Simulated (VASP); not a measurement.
# SiC4 in VASP: further runs

The runs below take SiC4 through single point, relaxation of cell and atoms, with PBE.

Program: VASP 6.6.1. These are calculated values, not measurements. Logs are shortened: lines on timing, memory, paths and dates and some standing lists are left out, and cuts for length are marked.

### Step 1. The cell of the first run

Symmetry: P4/mmm, No. 123, tetragonal system. Conventional cell: a = 3.114 Å, b = 3.114 Å, c = 3.969 Å, α = 90.00°, β = 90.00°, γ = 90.00°. Si (site symmetry 4/mmm) has 8 C at 2.00 Å within 2.7 Å. C (site symmetry 2mm) has 1 C at 1.44 Å within 1.9 Å.

### Step 2. Single point, PBE

INCAR

```
SYSTEM = SiC4
PREC     = Accurate       ! precision mode
ENCUT    = 520            ! plane-wave cutoff, eV
EDIFF    = 1E-7           ! SCF threshold, eV
ISMEAR   = 0              ! smearing method
SIGMA    = 0.1            ! smearing width, eV
LREAL    = .False.        ! projectors in reciprocal space
LASPH    = .True.         ! aspherical terms in the spheres
NELM     = 60             ! most SCF steps
ALGO     = Normal         ! electronic algorithm
ISIF     = 2              ! what is computed and relaxed
LWAVE    = .False.        ! write WAVECAR
LCHARG   = .False.        ! write CHGCAR
GGA      = PE             ! functional
NBANDS   = 18             ! bands
```

KPOINTS

```
regular mesh
0
Gamma
  4 4 4
  0 0 0
```

POSCAR

```
SiC4
1.0
    3.1144100872      0.0000000000      0.0000000000
    0.0000000000      3.1144100872      0.0000000000
    0.0000000000      0.0000000000      3.9693814002
Si C
1 4
Direct
    0.5000000000      0.5000000000      1.1015551162
    0.0000000000      0.5000000000      0.7834826127
    0.5000000000      0.0000000000      0.7834826127
    0.0000000000      0.5000000000      0.4196666642
    0.5000000000      0.0000000000      0.4196666642
```

Potentials or basis: VASP PAW PBE potentials, release 64 (Si, C).

Started as:

```console
> cat potpaw_PBE.64/Si/POTCAR potpaw_PBE.64/C/POTCAR > POTCAR
> mpirun -np 1 vasp_std > vasp.out
```

OUTCAR:

```text
SYSTEM = SiC4
   PREC = Accurate
   ENCUT = 520
   EDIFF = 1E-7
   ISMEAR = 0
   LREAL = .False.
   LASPH = .True.
   NELM = 60
   ISIF = 2
   GGA = PE

 ion  position               nearest neighbor table
   1  0.500  0.500  0.102-   2 2.00   3 2.00   3 2.00   2 2.00   4 2.00   5 2.00   5 2.00   4 2.00

   2  0.000  0.500  0.783-   4 1.44   1 2.00   1 2.00
   3  0.500  0.000  0.783-   5 1.44   1 2.00   1 2.00
   4  0.000  0.500  0.420-   2 1.44   1 2.00   1 2.00
   5  0.500  0.000  0.420-   3 1.44   1 2.00   1 2.00

  LATTYP: Found a simple tetragonal cell.
 ALAT       =     3.1144100872
 C/A-ratio  =     1.2745211096

  Lattice vectors:

 A1 = (   3.1144100872,   0.0000000000,   0.0000000000)
 A2 = (   0.0000000000,   3.1144100872,   0.0000000000)
 A3 = (   0.0000000000,   0.0000000000,   3.9693814002)

Analysis of symmetry for initial positions (statically):
=====================================================================
 Subroutine PRICEL returns:
 Original cell was already a primitive cell.

 Routine SETGRP: Setting up the symmetry group for a
 simple tetragonal supercell.

 Subroutine GETGRP returns: Found  8 space group operations
 (whereof  8 operations were pure point group operations)
 out of a pool of 16 trial point group operations.

The static configuration has the point symmetry C_4v.

Analysis of symmetry for dynamics (positions and initial velocities):
=====================================================================
 Subroutine PRICEL returns:
 Original cell was already a primitive cell.

 Routine SETGRP: Setting up the symmetry group for a
 simple tetragonal supercell.

 Subroutine GETGRP returns: Found  8 space group operations
 (whereof  8 operations were pure point group operations)
 out of a pool of 16 trial point group operations.

The dynamic configuration has the point symmetry C_4v.

 Subroutine INISYM returns: Found  8 space group operations
 (whereof  8 operations are pure point group operations),
 and found     1 'primitive' translations

----------------------------------------------------------------------------------------

                                     Primitive cell

  volume of cell :      38.5012

  direct lattice vectors                    reciprocal lattice vectors
     3.114410087  0.000000000  0.000000000     0.321088094  0.000000000  0.000000000
     0.000000000  3.114410087  0.000000000     0.000000000  0.321088094  0.000000000
     0.000000000  0.000000000  3.969381400     0.000000000  0.000000000  0.251928424

  length of vectors
     3.114410087  3.114410087  3.969381400     0.321088094  0.321088094  0.251928424

  position of ions in fractional coordinates (direct lattice)
     0.500000000  0.500000000  0.101555116
     0.000000000  0.500000000  0.783482613
     0.500000000  0.000000000  0.783482613
     0.000000000  0.500000000  0.419666664
     0.500000000  0.000000000  0.419666664

  ion indices of the primitive-cell ions
   primitive index   ion index
                 1           1
                 2           2
                 3           3
                 4           4
                 5           5

----------------------------------------------------------------------------------------

 KPOINTS: regular mesh

Automatic generation of k-mesh.
 Grid dimensions read from file:
 generate k-points for:    4    4    4

 Generating k-lattice:

  Cartesian coordinates                     Fractional coordinates (reciprocal lattice)
     0.080272024  0.000000000  0.000000000     0.250000000  0.000000000  0.000000000
     0.000000000  0.080272024  0.000000000     0.000000000  0.250000000  0.000000000
     0.000000000  0.000000000  0.062982106     0.000000000  0.000000000  0.250000000

  Length of vectors
     0.080272024  0.080272024  0.062982106

  Shift w.r.t. Gamma in fractional coordinates (k-lattice)
     0.000000000  0.000000000  0.000000000

 Subroutine IBZKPT returns following result:
 ===========================================

 Found     18 irreducible k-points:

 Following reciprocal coordinates:
            Coordinates               Weight
  0.000000  0.000000  0.000000      1.000000
  0.250000  0.000000  0.000000      4.000000
  0.500000  0.000000  0.000000      2.000000
  0.250000  0.250000  0.000000      4.000000
  0.500000  0.250000  0.000000      4.000000
  0.500000  0.500000  0.000000      1.000000
[... 10 lines left out ...]
  0.500000  0.250000  0.500000      4.000000
  0.500000  0.500000  0.500000      1.000000
   k-points           NKPTS =     18   k-points in BZ     NKDIM =     18   number of bands    NBANDS=     18
   number of dos      NEDOS =    301   number of ions     NIONS =      5
   total plane-waves  NPLWV =  17280
   dimension x,y,z NGX =    24 NGY =   24 NGZ =   30
   dimension x,y,z NGXF=    48 NGYF=   48 NGZF=   60
   ions per type =               1   4
   NGX,Y,Z   is equivalent  to a cutoff of  12.81, 12.81, 12.56 a.u.
   NGXF,Y,Z  is equivalent  to a cutoff of  25.62, 25.62, 25.13 a.u.
 SYSTEM =  SiC4
   PREC   = accura    normal or accurate (medium, high low for compatibility)
   ISTART =      0    job   : 0-new  1-cont  2-samecut
   ICHARG =      2    charge: 1-file 2-atom 10-const
   ISPIN  =      1    spin polarized calculation?
   LNONCOLLINEAR =      F non collinear calculations
   LSORBIT =      F    spin-orbit coupling
   LASPH  =      T    aspherical Exc in radial PAW
   ENCUT  =  520.0 eV  38.22 Ry    6.18 a.u.   5.79  5.79  7.38*2*pi/ulx,y,z
   NELM   =     60;   NELMIN=  2; NELMDL= -5     # of ELM steps
   EDIFF  = 0.1E-06   stopping-criterion for ELM
   LREAL  =      F    real-space projection
   EDIFFG = 0.1E-05   stopping-criterion for IOM
   NSW    =      0    number of steps for IOM
   IBRION =     -1    ionic relax: 0-MD 1-quasi-New 2-CG
   NFREE  =      0    steps in history (QN), initial steepest desc. (CG)
   ISIF   =      2    stress and relaxation
   ISYM   =      2    0-nonsym 1-usesym 2-fastsym
   POTIM  = 0.5000    time-step for ionic-motion
   TEBEG  =    0.0;   TEEND  =   0.0 temperature during run
   PSTRESS=    0.0 pullay stress
   NELECT =      20.0000    total number of electrons
   NUPDOWN=      -1.0000    fix difference up-down
   EMIN   =  10.00;   EMAX   =-10.00  energy-range for DOS
   EFERMI =   0.00;   METHOD = LEGACY
   ISMEAR =     0;   SIGMA  =   0.10  broadening in eV -4-tet -1-fermi 0-gaus
   EFERMI_NEDOS =   21; number of points for ismear=-14 and -15
   IALGO  =     38    algorithm
   IMIX   =      4    mixing-type and parameters
     AMIX     =   0.40;   BMIX     =  1.00
     AMIX_MAG =   1.60;   BMIX_MAG =  1.00
  volume/ion in A,a.u.               =       7.70        51.96
  Fermi-wavevector in a.u.,A,eV,Ry     =   1.316013  2.486903 23.563780  1.731889
  Thomas-Fermi vector in A             =   2.446155
   LORBIT       =      0    0 simple, 1 ext, 2 COOP (PROOUT), +10 PAW based schemes
   GGA     = PE    functional components
   LHFCALC =     F    Hartree Fock is set to
   AEXX    =    0.0000 exact exchange contribution
   IVDW    =     0    specifies the selected vdW correction
   LEPSILON=     F    determine dielectric tensor
   LRPA    =     F    only Hartree local field effects (RPA)
 non-spin polarized calculation
 Gauss-broadening in eV      SIGMA  =   0.10
  energy-cutoff  :      520.00
  volume of cell :       38.50
 maximum number of plane-waves:      1052
 NGX is ok and might be reduce to    24
   NGX = 11   NGY = 11   NGZ = 15

 number of electron      19.9999998 magnetization

 Free energy of the ion-electron system (eV)
  ---------------------------------------------------
  ext. energy  EPLUGINS =         0.00000000
  ---------------------------------------------------
  free energy    TOTEN  =       -33.06558290 eV

  energy without entropy =      -33.05709346  energy(sigma->0) =      -33.06133818

 E-fermi :   9.3790     XC(G=0): -12.3655

 val. band max:        9.3580233293   @ k =   0.2500   0.0000   0.2500
 cond. band min:       9.5295889538   @ k =   0.2500   0.0000   0.2500
 fundamental gap:      0.1715656245
 Fermi energy:         9.3789738195

 k-point     1 :       0.0000    0.0000    0.0000
  band No.  band energies     occupation
      1      -9.9204      2.00000
      2      -2.0581      2.00000
      3      -1.7831      2.00000
      4      -1.3423      2.00000
      5       2.3338      2.00000
      6       2.3338      2.00000
[... 10 lines left out ...]
     17      16.2863      0.00000
     18      18.3482      0.00000

 k-point     2 :       0.2500    0.0000    0.0000
  band No.  band energies     occupation
      1      -9.1636      2.00000
      2      -3.6327      2.00000
      3      -1.3539      2.00000
      4      -1.1320      2.00000
      5       2.4421      2.00000
      6       3.0925      2.00000
[... 10 lines left out ...]
     17      16.5947      0.00000
     18      19.7634      0.00000

 k-point     3 :       0.5000    0.0000    0.0000
  band No.  band energies     occupation
      1      -7.3198      2.00000
      2      -6.5143      2.00000
      3       0.1738      2.00000
      4       0.2038      2.00000
      5       1.2040      2.00000
      6       1.5498      2.00000
[... 10 lines left out ...]
     17      19.5650      0.00000
     18      21.7439      0.00000

 k-point     4 :       0.2500    0.2500    0.0000
  band No.  band energies     occupation
      1      -8.4226      2.00000
      2      -3.9707      2.00000
      3      -0.9407      2.00000
      4      -0.6516      2.00000
      5       0.5347      2.00000
      6       2.8470      2.00000
[... 10 lines left out ...]
     17      18.2653      0.00000
     18      19.7120      0.00000

 k-point     5 :       0.5000    0.2500    0.0000
  band No.  band energies     occupation
      1      -6.6124      2.00000
      2      -6.0056      2.00000
      3      -0.5485      2.00000
      4       0.9310      2.00000
      5       1.3506      2.00000
      6       1.8667      2.00000
[... 10 lines left out ...]
     17      20.9797      0.00000
     18      22.9271      0.00000

 k-point     6 :       0.5000    0.5000    0.0000
  band No.  band energies     occupation
      1      -5.3115      2.00000
      2      -5.3115      2.00000
      3      -2.7370      2.00000
      4       0.3834      2.00000
      5       1.8219      2.00000
      6       1.8219      2.00000
[... 181 lines left out ...]
 k-point    15 :       0.5000    0.0000    0.5000
  band No.  band energies     occupation
      1      -6.3112      2.00000
      2      -5.8395      2.00000
      3      -4.0370      2.00000
      4      -2.4610      2.00000
      5       4.0146      2.00000
      6       5.6314      2.00000
[... 10 lines left out ...]
     17      21.2272      0.00000
     18      22.2210      0.00000

 k-point    16 :       0.2500    0.2500    0.5000
  band No.  band energies     occupation
      1      -7.4733      2.00000
      2      -4.9571      2.00000
      3      -3.4739      2.00000
      4       0.2379      2.00000
      5       1.1275      2.00000
      6       3.2445      2.00000
[... 10 lines left out ...]
     17      19.2089      0.00000
     18      19.2431      0.00000

 k-point    17 :       0.5000    0.2500    0.5000
  band No.  band energies     occupation
      1      -5.7081      2.00000
      2      -5.3693      2.00000
      3      -3.2159      2.00000
      4      -1.9448      2.00000
      5       1.0947      2.00000
      6       3.0701      2.00000
[... 10 lines left out ...]
     17      19.9828      0.00000
     18      20.1807      0.00000

 k-point    18 :       0.5000    0.5000    0.5000
  band No.  band energies     occupation
      1      -4.7461      2.00000
      2      -4.7461      2.00000
      3      -1.2433      2.00000
      4      -1.2433      2.00000
      5      -1.0856      2.00000
      6      -0.1724      2.00000
[... 10 lines left out ...]
     17      17.8352      0.00000
     18      18.9585      0.00000

------------------------ aborting loop because EDIFF is reached ----------------------------------------

  FORCE on cell =-STRESS in cart. coord.  units (eV):
  Direction    XX          YY          ZZ          XY          YZ          ZX
  --------------------------------------------------------------------------------------
  -------------------------------------------------------------------------------------
  Total       -0.0382536     -0.0382536      0.0382697      0.0000000     -0.0000000      0.0000000
  in kB       -1.5918738     -1.5918738      1.5925416      0.0000000     -0.0000000      0.0000000
  external PRESSURE =      -0.5304020 kB  Pullay stress =       0.0000000 kB

 VOLUME and BASIS-vectors are now :
 -----------------------------------------------------------------------------
  energy-cutoff  :      520.00
  volume of cell :       38.50
      direct lattice vectors                 reciprocal lattice vectors
     3.114410087  0.000000000  0.000000000     0.321088094  0.000000000  0.000000000
     0.000000000  3.114410087  0.000000000     0.000000000  0.321088094  0.000000000
     0.000000000  0.000000000  3.969381400     0.000000000  0.000000000  0.251928424

 POSITION                                       TOTAL-FORCE (eV/Angst)
 -----------------------------------------------------------------------------------
      1.55721      1.55721      0.40311        -0.000000      0.000000      0.001749
      0.00000      1.55721      3.10994         0.000000     -0.000000      0.089425
      1.55721      0.00000      3.10994        -0.000000     -0.000000      0.089425
      0.00000      1.55721      1.66582        -0.000000     -0.000000     -0.090300
      1.55721      0.00000      1.66582        -0.000000      0.000000     -0.090300
 -----------------------------------------------------------------------------------
    total drift:                                0.000000      0.000000      0.000048

  FREE ENERGIE OF THE ION-ELECTRON SYSTEM (eV)
  ---------------------------------------------------
  free  energy   TOTEN  =       -33.0655828996 eV

  energy  without entropy=      -33.0570934634  energy(sigma->0) =      -33.06133818
```

Wall time 5.1 s (1 thread of Intel Xeon 6975P-C (Granite Rapids), shared host); peak memory 0.14 GiB.

What came out:

| Quantity | Value |
| --- | --- |
| Free energy | -33.0656 eV |
| Pressure | -0.1 GPa |
| Largest force | 0.090 eV/Å |
| Band gap on the k mesh | zero (band 10 reaches 10.02 eV, above the bottom of band 11 at 8.96 eV) |

Forces on the atoms (eV/Å):
```
Si   0.000  0.000  0.002
C    0.000  0.000  0.089
C    0.000  0.000  0.089
C    0.000  0.000 -0.090
C    0.000  0.000 -0.090
```

Caveat: the k points lie up to 0.50 Å⁻¹ apart.

### Step 3. Single point, PBE

This run uses another cell than the first one, of 7.91 Å³/atom, 1.028 times its volume.

INCAR

```
SYSTEM = SiC4
PREC = Accurate
ENCUT = 520
EDIFF = 1E-7
ISMEAR = 0
SIGMA = 0.1
LREAL = .False.
LASPH = .True.
NELM = 80
ALGO = Normal
ISIF = 2
LWAVE = .False.
LCHARG = .True.
GGA = PE
LELF = .True.
LVHAR = .True.
NBANDS = 18
```

KPOINTS

```
Automatic mesh
0
Gamma
  6 6 4
  0 0 0
```

POSCAR

```
SiC4
1.0
    3.1623547375      0.0000000000      0.0000000000
    0.0000000000      3.1623547375      0.0000000000
    0.0000000000      0.0000000000      3.9562623229
Si C
1 4
Direct
    0.5000000000      0.5000000000      0.0000000000
    0.0000000000      0.5000000000      0.6794483369
    0.5000000000      0.0000000000      0.6794483369
    0.0000000000      0.5000000000      0.3205516631
    0.5000000000      0.0000000000      0.3205516631
```

Potentials or basis: VASP PAW PBE potentials, release 64 (Si, C).

Started as:

```console
> cat potpaw_PBE.64/Si/POTCAR potpaw_PBE.64/C/POTCAR > POTCAR
> mpirun -np 1 vasp_std > vasp.out
```

Wall time 7.7 s (1 thread of Intel Xeon 6975P-C (Granite Rapids), shared host); peak memory 0.14 GiB.

Results (log left out):

| Quantity | Value |
| --- | --- |
| Free energy | -33.2578 eV |
| Pressure | 0.3 GPa |
| Largest force | 0.070 eV/Å |
| Band gap on the k mesh | zero (band 10 reaches 9.58 eV, above the bottom of band 11 at 8.45 eV) |

Forces on the atoms (eV/Å):
```
Si   0.000  0.000  0.000
C    0.000  0.000  0.070
C    0.000  0.000  0.070
C    0.000  0.000 -0.070
C    0.000  0.000 -0.070
```

Stress tensor (GPa, compression positive):
```
0.15 0.00 0.00
0.00 0.15 0.00
0.00 0.00 0.45
```

Levels at points of the mesh, in eV from the Fermi level:
```tsv
k point	band 8	band 9	band 10	band 11	band 12	band 13
(0.00, 0.00, 0.00)	-1.75	-0.80	-0.80	1.41	1.41	3.16
(0.50, 0.00, 0.00)	-3.13	-3.04	-2.02	1.07	2.56	3.31
(0.50, 0.50, 0.00)	-6.29	-5.65	-1.75	0.90	2.56	3.59
(0.00, 0.00, 0.50)	-3.43	-3.43	0.58	1.90	1.90	3.36
(0.50, 0.00, 0.50)	-2.41	-1.64	-0.40	-0.32	-0.29	1.50
(0.50, 0.50, 0.50)	-4.31	-2.32	-2.32	3.12	3.79	6.46
```

Caveat: the k points lie up to 0.40 Å⁻¹ apart.

[end of part 1 of 2]
